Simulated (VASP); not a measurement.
# N (P6_3/mmc) in VASP: further runs, part 2 of 2

VASP 6.6.1. The steps go on from the part before.

## 4. Single point, LDA, collinear spin, ferromagnetic start

This run uses another cell than the first one, of the same volume but with other edges.

Input file INCAR:

```
SYSTEM = N
ALGO = Normal ; EDIFF = 1E-6
ENCUT = 520 ; ISIF = 2
ISMEAR = 0 ; ISPIN = 2
LASPH = .True. ; LCHARG = .False.
LORBIT = 11 ; LREAL = .False.
LWAVE = .False. ; MAGMOM = 3.18 3.18
NBANDS = 16 ; NELM = 150
PREC = Accurate ; SIGMA = 0.05
```

Input file KPOINTS:

```
k-points
0
Gamma
  12 12 6
  0 0 0
```

Input file POSCAR:

```
N
1.0
    3.5155202501      0.0000000000      0.0000000000
   -1.7577601250      3.0445298441      0.0000000000
    0.0000000000      0.0000000000      6.2763971746
N
2
Direct
    0.3333333333      0.6666666667      0.2500000000
    0.6666666667      0.3333333333      0.7500000000
```

Launch:

```
> cat potpaw_LDA.64/N/POTCAR > POTCAR
> mpirun -np 1 vasp_std > vasp.out
```

Wall time 45 s (1 thread of Intel Xeon 6975P-C (Granite Rapids), shared host); peak memory 0.22 GiB.

Results (log left out):

* Free energy: -5.8994 eV
* Pressure: -0.4 GPa
* Band gap on the k mesh: 2.03 eV
* Net moment: 6.00 μB per cell
* Site moments: N +1.93 μB
* Valence electrons inside the program's atomic spheres: N 3.24

Stress tensor (GPa, compression positive):
```
-0.33  0.00  0.00
 0.00 -0.33  0.00
 0.00  0.00 -0.44
```

Levels at points of the mesh, in eV from the valence-band top:
Spin up:
```tsv
k point	band 6	band 7	band 8	band 9	band 10	band 11
(0.00, 0.00, 0.00)	-0.08	0.00	0.00	6.80	10.41	10.53
(0.50, 0.00, 0.00)	-0.36	-0.34	-0.18	10.58	10.60	11.31
(0.00, 0.00, 0.50)	-0.04	-0.04	-0.04	8.01	8.01	13.54
(0.50, 0.00, 0.50)	-0.40	-0.27	-0.27	10.57	10.57	11.68
```
Spin down:
```csv
k point,band 1,band 2,band 3,band 4,band 5
"(0.00, 0.00, 0.00)",-8.11,-7.72,2.03,4.03,4.16
"(0.50, 0.00, 0.00)",-7.57,-7.45,2.16,2.54,3.18
"(0.00, 0.00, 0.50)",-7.93,-7.93,2.89,2.89,4.22
"(0.50, 0.00, 0.50)",-7.51,-7.51,2.19,2.19,3.66
```

 A k mesh can miss the band edges.

## 5. Single point, LDA, collinear spin, ferromagnetic start

This run uses another cell than the first one, of the same volume but with other edges.

Input file INCAR:

```
SYSTEM = N
PREC = Accurate
ENCUT = 520
EDIFF = 1E-6
ISMEAR = 0
SIGMA = 0.05
LREAL = .False.
LASPH = .True.
NELM = 150
ALGO = Normal
ISIF = 2
LWAVE = .False.
LCHARG = .False.
ISPIN = 2
MAGMOM = 3.18 3.18
LORBIT = 11
NBANDS = 16
```

Input file KPOINTS:

```
Automatic mesh
0
Gamma
  12 12 6
  0 0 0
```

Input file POSCAR:

```
N
1.0
    3.6787201792      0.0000000000      0.0000000000
   -1.8393600896      3.1858651286      0.0000000000
    0.0000000000      0.0000000000      5.7318671606
N
2
Direct
    0.3333333333      0.6666666667      0.2500000000
    0.6666666667      0.3333333333      0.7500000000
```

Potentials or basis: VASP PAW LDA potentials, release 64 (N).

Launch:

```
> cat potpaw_LDA.64/N/POTCAR > POTCAR
> mpirun -np 1 vasp_std > vasp.out
```

OUTCAR:

```text
SYSTEM = N
   PREC = Accurate
   ENCUT = 520
   EDIFF = 1E-6
   ISMEAR = 0
   LREAL = .False.
   LASPH = .True.
   NELM = 150
   ISIF = 2
   ISPIN = 2
   LORBIT = 11

 ion  position               nearest neighbor table
   1  0.333  0.667  0.250-
   2  0.667  0.333  0.750-

  LATTYP: Found a hexagonal cell.
 ALAT       =     3.6787201792
 C/A-ratio  =     1.5581144750

  Lattice vectors:

 A1 = (   3.6787201792,   0.0000000000,   0.0000000000)
 A2 = (  -1.8393600896,   3.1858651286,   0.0000000000)
 A3 = (   0.0000000000,   0.0000000000,   5.7318671606)

Analysis of symmetry for initial positions (statically):
=====================================================================
 Subroutine PRICEL returns:
 Original cell was already a primitive cell.

 Routine SETGRP: Setting up the symmetry group for a
 hexagonal supercell.

 Subroutine GETGRP returns: Found 24 space group operations
 (whereof 12 operations were pure point group operations)
[... 650 lines left out ...]

 spin component 2

 k-point     1 :       0.0000    0.0000    0.0000
  band No.  band energies     occupation
      1     -13.4415      1.00000
      2     -12.8804      1.00000
      3      -3.2616      0.00000
      4      -1.4071      0.00000
      5      -1.4071      0.00000
      6      -1.1753      0.00000
[... 435 lines left out ...]
      5      -2.1917      0.00000
      6      -1.7053      0.00000
[... 8 lines left out ...]
     15      13.1239      0.00000
     16      13.4893      0.00000

 [... further k-points ...]
[... 5 lines left out ...]
  --------------------------------------------------------------------------------------
  -------------------------------------------------------------------------------------
  Total       -0.1690184     -0.1690184     -0.1462465      0.0000000     -0.0000000      0.0000000
  in kB       -4.0311065     -4.0311065     -3.4879934      0.0000000     -0.0000000      0.0000000
  external PRESSURE =      -3.8500688 kB  Pullay stress =       0.0000000 kB

 VOLUME and BASIS-vectors are now :
 -----------------------------------------------------------------------------
  energy-cutoff  :      520.00
  volume of cell :       67.18
      direct lattice vectors                 reciprocal lattice vectors
     3.678720179  0.000000000  0.000000000     0.271833668  0.156943241  0.000000000
    -1.839360090  3.185865129  0.000000000     0.000000000  0.313886483  0.000000000
     0.000000000  0.000000000  5.731867161     0.000000000  0.000000000  0.174463220

 POSITION                                       TOTAL-FORCE (eV/Angst)
 -----------------------------------------------------------------------------------
     -0.00000      2.12391      1.43297        -0.000000      0.000000     -0.000000
      1.83936      1.06196      4.29890         0.000000     -0.000000      0.000000
 -----------------------------------------------------------------------------------
    total drift:                               -0.000000      0.000000     -0.000000

  FREE ENERGIE OF THE ION-ELECTRON SYSTEM (eV)
  ---------------------------------------------------
  free  energy   TOTEN  =        -5.9004128286 eV

  energy  without entropy=       -5.9004128286  energy(sigma->0) =       -5.90041283

 total charge

# of ion       s       p       d       tot
------------------------------------------
    1        1.352   1.888   0.000   3.240
    2        1.352   1.888   0.000   3.240
--------------------------------------------------
tot          2.704   3.776   0.000   6.480

 magnetization (x)

# of ion       s       p       d       tot
------------------------------------------
    1        0.037   1.888   0.000   1.925
    2        0.037   1.888   0.000   1.925
--------------------------------------------------
tot          0.075   3.775   0.000   3.850
```

OSZICAR:

```text
N       E                     dE             d eps       ncg     rms          rms(c)
DAV:   1     0.409664834845E+02    0.40966E+02   -0.39919E+03  4872   0.487E+02
DAV:   2    -0.255246400258E+01   -0.43519E+02   -0.36688E+02  7176   0.103E+02
DAV:   3    -0.579928145733E+01   -0.32468E+01   -0.32356E+01  5520   0.288E+01
DAV:   4    -0.581584765020E+01   -0.16566E-01   -0.16566E-01  6040   0.260E+00
DAV:   5    -0.581594457716E+01   -0.96927E-04   -0.96927E-04  5528   0.183E-01    0.185E+00
DAV:   6    -0.586062579196E+01   -0.44681E-01   -0.58650E-02  4928   0.143E+00    0.850E-01
DAV:   7    -0.589358076947E+01   -0.32955E-01   -0.36179E-02  4912   0.121E+00    0.359E-01
DAV:   8    -0.589985472609E+01   -0.62740E-02   -0.14320E-03  5344   0.248E-01    0.191E-01
DAV:   9    -0.590036487420E+01   -0.51015E-03   -0.90279E-05  5176   0.616E-02    0.896E-02
DAV:  10    -0.590039972593E+01   -0.34852E-04   -0.14576E-05  5080   0.246E-02    0.148E-02
DAV:  11    -0.590041184993E+01   -0.12124E-04   -0.49239E-06  4976   0.106E-02    0.392E-03
DAV:  12    -0.590041282860E+01   -0.97867E-06   -0.73823E-07  4928   0.411E-03
   1 F= -.59004128E+01 E0= -.59004128E+01  d E =-.709024E-11  mag=     6.0000
```

stdout:

```text
POSCAR found type information on POSCAR N
 POSCAR found :  1 types and       2 ions
 scaLAPACK will be used
 LDA part: xc-table for (Slater(with rela. corr.)+CA(PZ))
 , standard interpolation
 POSCAR, INCAR and KPOINTS ok, starting setup
 FFT: planning ... GRIDC
 FFT: planning ... GRID_SOFT
 FFT: planning ... GRID
 WAVECAR not read
 entering main loop
```

Wall time 41 s (1 thread of Intel Xeon 6975P-C (Granite Rapids), shared host); peak memory 0.23 GiB.

Results:

| Property | Result |
| --- | --- |
| Free energy | -5.9004 eV |
| Pressure | -0.4 GPa |
| Band gap on the k mesh | 2.08 eV |
| Net moment | 6.00 μB per cell |
| Site moments | N +1.93 μB |
| Valence electrons inside the program's atomic spheres | N 3.24 |

Levels at points of the mesh, in eV from the valence-band top:
Spin up:
| k point | band 6 | band 7 | band 8 | band 9 | band 10 | band 11 |
| --- | --- | --- | --- | --- | --- | --- |
| (0.00, 0.00, 0.00) | -0.08 | -0.08 | 0.00 | 6.81 | 10.59 | 11.22 |
| (0.50, 0.00, 0.00) | -0.49 | -0.32 | -0.17 | 10.24 | 10.43 | 11.72 |
| (0.00, 0.00, 0.50) | -0.16 | -0.16 | -0.16 | 8.19 | 8.19 | 14.42 |
| (0.50, 0.00, 0.50) | -0.34 | -0.30 | -0.30 | 10.51 | 10.51 | 11.59 |
Spin down:
```csv
k point,band 1,band 2,band 3,band 4,band 5,band 6,band 7
"(0.00, 0.00, 0.00)",-8.10,-7.54,2.08,3.94,3.94,4.17,4.17
"(0.50, 0.00, 0.00)",-7.62,-7.45,2.26,2.80,3.11,3.52,3.75
"(0.00, 0.00, 0.50)",-7.83,-7.83,3.02,3.02,4.05,4.05,4.05
"(0.50, 0.00, 0.50)",-7.53,-7.53,2.22,2.22,3.76,3.76,3.81
```

 A k mesh can miss the band edges.

## 6. Overview

| cell | gap on the mesh (eV) | pressure (GPa) | moment (μB) |
| --- | --- | --- | --- |
| a = 3.415, b = 3.415, c = 6.651 Å, angles 90.0, 90.0, 120.0°, 2 atoms | 1.94 | -0.3 | 6.00 |
| a = 3.731, b = 3.731, c = 5.572 Å, angles 90.0, 90.0, 120.0°, 2 atoms | 2.07 | -0.4 | 6.00 |
| a = 3.516, b = 3.516, c = 6.276 Å, angles 90.0, 90.0, 120.0°, 2 atoms | 2.03 | -0.4 | 6.00 |
| a = 3.679, b = 3.679, c = 5.732 Å, angles 90.0, 90.0, 120.0°, 2 atoms | 2.08 | -0.4 | 6.00 |

Alike in all rows: task single point; level LDA; potentials or basis VASP PAW LDA potentials, release 64 (N); spin collinear, ferromagnetic start; k mesh 12 × 12 × 6; cutoff (eV) 520; smearing gaussian 0.05 eV.

Absolute energies hang on the potentials; compare differences alone.
